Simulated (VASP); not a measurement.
# CuSi16 (a cell with a defect) in VASP: single point with LDA

Aim: the single point of CuSi16 (a cell with a defect) with LDA.

Program: VASP 6.6.1. These are calculated values, not measurements. Logs are shortened: lines on timing, memory, paths and dates and some standing lists are left out, and cuts for length are marked.

### Step 1. The cell of the first run

The cell holds a defect, 17 atoms: a = 7.679 Å, b = 7.679 Å, c = 7.679 Å, α = 60.00°, β = 60.00°, γ = 60.00°.

### Step 2. Single point, LDA

File INCAR:

```
PREC = Accurate
ENCUT = 520
EDIFF = 1E-7
ISMEAR = 0
SIGMA = 0.05
LREAL = Auto
LASPH = True
NELM = 60
ALGO = Normal
ISIF = 2
LWAVE = False
LCHARG = False
GGA = CA
NBANDS = 52
NELECT = 74.0
```

File KPOINTS:

```
Automatic mesh
0
Gamma
  2 2 2
```

File POSCAR:

```
CuSi16
1.0
    0.0000000000      5.4300000000      5.4300000000
    5.4300000000      0.0000000000      5.4300000000
    5.4300000000      5.4300000000      0.0000000000
Si Cu
16 1
Direct
    0.0064687635      0.0051708297     -0.0067838897
    0.1190392033      0.1394932088      0.1214574571
   -0.0046236730      0.0138589495      0.4945624614
    0.1181836958      0.1403684061      0.6184317581
   -0.0031095626      0.5141680950     -0.0088357880
    0.1336107291      0.6173775055      0.1238789171
   -0.0036319813      0.5148916742      0.4964237920
    0.1197860454      0.6404859488      0.6193551309
    0.4941452579      0.0050218159     -0.0066177461
    0.6367674479      0.0873048062      0.1381889435
    0.4930643690      0.0045894435      0.5081337183
    0.6222364652      0.1399341095      0.6185604374
    0.5129752261      0.4597295365      0.0133744957
    0.6243123739      0.6173449434      0.1239654201
    0.4916804717      0.5145216631      0.4964972626
    0.6237178275      0.6171697978      0.6345172155
    0.3894954406      0.8273883663      0.8927242141
```

Potentials or basis: VASP PAW LDA potentials, release 64 (Si, Cu).

Launch:

```bash
> cat potpaw_LDA.64/Si/POTCAR potpaw_LDA.64/Cu/POTCAR > POTCAR
> mpirun -np 1 vasp_std > vasp.out
```

OUTCAR:

```text
PREC = Accurate
   ENCUT = 520
   EDIFF = 1E-7
   ISMEAR = 0
   LREAL = Auto
   LASPH = True
   NELM = 60
   ISIF = 2
   GGA = CA
   NELECT = 74.0

 ion  position               nearest neighbor table
   1  0.006  0.005  0.993-  10 2.33   4 2.35   2 2.35  17 2.42   6 2.43
   2  0.119  0.139  0.121-   3 2.34   5 2.35   9 2.35   1 2.35  17 2.95
   3  0.995  0.014  0.495-   2 2.34  12 2.34   4 2.34   8 2.34
   4  0.118  0.140  0.618-   3 2.34   7 2.35   1 2.35  11 2.35
   5  0.997  0.514  0.991-   8 2.33  14 2.34   6 2.34   2 2.35
   6  0.134  0.617  0.124-   7 2.34   5 2.34  13 2.39   1 2.43  17 2.54
   7  0.996  0.515  0.496-   8 2.33   6 2.34  16 2.34   4 2.35
   8  0.120  0.640  0.619-   5 2.33  15 2.33   7 2.33   3 2.34
   9  0.494  0.005  0.993-  10 2.33  12 2.35   2 2.35  17 2.42  14 2.43
  10  0.637  0.087  0.138-   9 2.33   1 2.33  13 2.34  11 2.34
  11  0.493  0.005  0.508-  10 2.34   4 2.35  12 2.35  16 2.43  17 2.43
  12  0.622  0.140  0.619-   3 2.34  15 2.35   9 2.35  11 2.35
  13  0.513  0.460  0.013-  17 2.31  10 2.34  16 2.38   6 2.39  14 2.39
  14  0.624  0.617  0.124-  15 2.34   5 2.34  13 2.39   9 2.43  17 2.54
  15  0.492  0.515  0.496-   8 2.33  14 2.34  16 2.34  12 2.35
  16  0.624  0.617  0.635-   7 2.34  15 2.34  13 2.38  11 2.43  17 2.55
  17  0.389  0.827  0.893-  13 2.31   9 2.42   1 2.42  11 2.43   6 2.54  14 2.54  16 2.55   2 2.95

  LATTYP: Found a face centered cubic cell.
 ALAT       =    10.8600000000

  Lattice vectors:

 A1 = (   0.0000000000,   5.4300000000,   5.4300000000)
 A2 = (   5.4300000000,   0.0000000000,   5.4300000000)
 A3 = (   5.4300000000,   5.4300000000,   0.0000000000)

Analysis of symmetry for initial positions (statically):
=====================================================================
 Subroutine PRICEL returns:
 Original cell was already a primitive cell.

 Routine SETGRP: Setting up the symmetry group for a
 face centered cubic supercell.

 Subroutine GETGRP returns: Found  1 space group operations
 (whereof  1 operations were pure point group operations)
 out of a pool of 48 trial point group operations.

The static configuration has the point symmetry C_1 .

Analysis of symmetry for dynamics (positions and initial velocities):
=====================================================================
 Subroutine PRICEL returns:
 Original cell was already a primitive cell.

 Routine SETGRP: Setting up the symmetry group for a
 face centered cubic supercell.
[... 123 lines left out ...]
   NFREE  =      0    steps in history (QN), initial steepest desc. (CG)
   ISIF   =      2    stress and relaxation
   ISYM   =      2    0-nonsym 1-usesym 2-fastsym
   POTIM  = 0.5000    time-step for ionic-motion
   TEBEG  =    0.0;   TEEND  =   0.0 temperature during run
   PSTRESS=    0.0 pullay stress
   NELECT =      74.0000    total number of electrons
   NUPDOWN=      -1.0000    fix difference up-down
   EMIN   =  10.00;   EMAX   =-10.00  energy-range for DOS
   EFERMI =   0.00;   METHOD = LEGACY
   ISMEAR =     0;   SIGMA  =   0.05  broadening in eV -4-tet -1-fermi 0-gaus
   EFERMI_NEDOS =   21; number of points for ismear=-14 and -15
   IALGO  =     38    algorithm
   IMIX   =      4    mixing-type and parameters
     AMIX     =   0.40;   BMIX     =  1.00
     AMIX_MAG =   1.60;   BMIX_MAG =  1.00
  volume/ion in A,a.u.               =      18.84       127.11
  Fermi-wavevector in a.u.,A,eV,Ry     =   1.004636  1.898488 13.732283  1.009294
  Thomas-Fermi vector in A             =   2.137265
   LORBIT       =      0    0 simple, 1 ext, 2 COOP (PROOUT), +10 PAW based schemes
   GGA     = CA    functional components
   LHFCALC =     F    Hartree Fock is set to
   AEXX    =    0.0000 exact exchange contribution
   IVDW    =     0    specifies the selected vdW correction
   LEPSILON=     F    determine dielectric tensor
   LRPA    =     F    only Hartree local field effects (RPA)
 non-spin polarized calculation
 Gauss-broadening in eV      SIGMA  =   0.05
  energy-cutoff  :      520.00
  volume of cell :      320.21
 maximum number of plane-waves:      8646
 NGX is ok and might be reduce to    60
   NGX = 29   NGY = 29   NGZ = 29

 number of electron      74.0000000 magnetization

 Free energy of the ion-electron system (eV)
  ---------------------------------------------------
  ext. energy  EPLUGINS =         0.00000000
  ---------------------------------------------------
  free energy    TOTEN  =      -103.86741059 eV

  energy without entropy =     -103.86741055  energy(sigma->0) =     -103.86741057

 E-fermi :   6.3186     XC(G=0):  -9.8160

 val. band max:        6.1427188555   @ k =   0.0000   0.0000   0.0000
 cond. band min:       6.4928072738   @ k =   0.0000   0.0000   0.0000
 fundamental gap:      0.3500884183
 Fermi energy:         6.3185637417

 k-point     1 :       0.0000    0.0000    0.0000
  band No.  band energies     occupation
      1      -5.9596      2.00000
      2      -3.6212      2.00000
      3      -3.5398      2.00000
      4      -3.5296      2.00000
      5      -3.5265      2.00000
      6      -2.1068      2.00000
[... 405 lines left out ...]
     48      10.3574      0.00000
     49      10.3608      0.00000
 [bands above 49 left out]

------------------------ aborting loop because EDIFF is reached ----------------------------------------

  FORCE on cell =-STRESS in cart. coord.  units (eV):
  Direction    XX          YY          ZZ          XY          YZ          ZX
  --------------------------------------------------------------------------------------
  -------------------------------------------------------------------------------------
  Total       -9.7820546     -9.7081881     -9.7154156     -0.4243881     -0.4077757      0.4072030
  in kB      -48.9453209    -48.5757235    -48.6118870     -2.1234610     -2.0403397      2.0374738
  external PRESSURE =     -48.7109771 kB  Pullay stress =       0.0000000 kB

 VOLUME and BASIS-vectors are now :
 -----------------------------------------------------------------------------
  energy-cutoff  :      520.00
  volume of cell :      320.21
      direct lattice vectors                 reciprocal lattice vectors
     0.000000000  5.430000000  5.430000000    -0.092081031  0.092081031  0.092081031
     5.430000000  0.000000000  5.430000000     0.092081031 -0.092081031  0.092081031
     5.430000000  5.430000000  0.000000000     0.092081031  0.092081031 -0.092081031

 POSITION                                       TOTAL-FORCE (eV/Angst)
 -----------------------------------------------------------------------------------
      5.42124      5.42829      0.06320         0.008367      0.003744     -0.008550
      1.41696      1.30590      1.40383         0.004112     -0.002172      0.001225
      2.76073      8.09037      5.48015         0.010455     -0.005161      0.006482
      4.12028      3.99982      1.40394        -0.013960      0.002478     -0.008229
      8.17395     10.79514      8.20505         0.009900      0.001467      0.002953
      4.02502      1.39817      4.07787        -0.007024      0.003329      0.000111
[... 9 lines left out ...]
      6.79666      6.83222      6.73802        -0.002660     -0.006059      0.002889
      9.34021      6.96245      6.60768         0.003790     -0.012330      0.011460
 -----------------------------------------------------------------------------------
    total drift:                               -0.003934      0.002462     -0.006733

  FREE ENERGIE OF THE ION-ELECTRON SYSTEM (eV)
  ---------------------------------------------------
  free  energy   TOTEN  =      -103.8674105865 eV

  energy  without entropy=     -103.8674105486  energy(sigma->0) =     -103.86741057
```

stdout:

```text
POSCAR found type information on POSCAR SiCu
 POSCAR found :  2 types and      17 ions
 scaLAPACK will be used
 LDA part: xc-table for (Slater(with rela. corr.)+CA(PZ))
 , standard interpolation
 POSCAR, INCAR and KPOINTS ok, starting setup
 FFT: planning ... GRIDC
 FFT: planning ... GRID_SOFT
 FFT: planning ... GRID
 WAVECAR not read
 entering main loop
 the old and the new charge density differ
 old charge density:    75.00000 new   74.00000
    0.221E+01
```

It took 11 min on 1 thread of AMD EPYC 7R13, shared host; peak memory 0.37 GiB.

What came out:

```yaml
Free_energy: -103.8674 eV
Largest_force: 0.018 eV/Å
```

Forces on the atoms (eV/Å):
```
Si   0.008  0.004 -0.009
Si   0.004 -0.002  0.001
Si   0.010 -0.005  0.006
Si  -0.014  0.002 -0.008
Si   0.010  0.001  0.003
Si  -0.007  0.003  0.000
Si   0.004 -0.006 -0.001
Si  -0.013  0.000 -0.006
Si   0.008  0.008  0.002
Si   0.005  0.004 -0.004
Si  -0.006 -0.002  0.008
Si  -0.008  0.003 -0.001
Si   0.004  0.010 -0.003
Si  -0.013 -0.007 -0.011
Si   0.006  0.005  0.009
Si  -0.003 -0.006  0.003
Cu   0.004 -0.012  0.011
```

Caveat: the k points lie up to 0.50 Å⁻¹ apart; the cell carries a net charge on a neutralising background, which shifts energy and pressure; the cell is charged against a uniform background, so pressure and absolute levels hang on convention.
